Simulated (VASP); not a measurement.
Set up this calculation in VASP 6.6.1, as the native input.

- Task: single point
- Functional: PBEsol
- Potentials or basis: VASP PAW PBE potentials, release 64 (Sn_d)
- Cutoff: 520 eV
- k mesh: 18 × 18 × 18
- Occupations: gaussian, width 0.15 eV
- Spin: no spin polarisation
- Dipole correction: no
- Further INCAR settings: ALGO = Fast; EDIFF = 1e-07; NBANDS = 13

The structure of Sn lies in POSCAR:

```
Sn
1.0
   -1.9704378920      1.9704378920      1.7430796737
    1.9704378920     -1.9704378920      1.7430796737
    1.9704378920      1.9704378920     -1.7430796737
Sn
1
Direct
    0.0000000000      0.0000000000      0.0000000000
```

This cell differs from its parent crystal: strain +0.040 along x and y, -0.080 along z.

These files were run (other wordings do the same):

INCAR

```
SYSTEM = Sn
ALGO     = Fast           ! electronic algorithm
EDIFF    = 1E-7           ! SCF threshold, eV
ENCUT    = 520            ! plane-wave cutoff, eV
GGA      = PS             ! functional
ISIF     = 2              ! what is computed and relaxed
ISMEAR   = 0              ! smearing method
LASPH    = .True.         ! aspherical terms in the spheres
LCHARG   = .False.        ! write CHGCAR
LREAL    = .False.        ! projectors in reciprocal space
LWAVE    = .False.        ! write WAVECAR
NBANDS   = 13             ! bands
NELM     = 100            ! most SCF steps
PREC     = Accurate       ! precision mode
SIGMA    = 0.15           ! smearing width, eV
```

KPOINTS

```
k-points
0
Gamma
  18 18 18
  0 0 0
```

Potentials or basis: VASP PAW PBE potentials, release 64 (Sn_d).

Run with:

```sh
$ cat potpaw_PBE.64/Sn_d/POTCAR > POTCAR
$ mpirun -np 1 vasp_std > vasp.out
```

Results of the run:

```json
{"Pressure": "-1.6 GPa", "Band gap on the k mesh": "zero (band 7 reaches 15.40 eV, above the bottom of band 8 at 5.71 eV)"}
```

Caveat: the cell differs from its parent crystal (strain +0.040 along x and y, -0.080 along z); the PAW data sets were made with another functional, which shifts forces and pressure a little; spin-orbit coupling is left out, which moves the levels of the heavy elements.

Run time: 42 s on 1 thread of Intel(R) Xeon(R) 6975P-C (Granite Rapids) (shared host), peak memory 0.26 GiB.
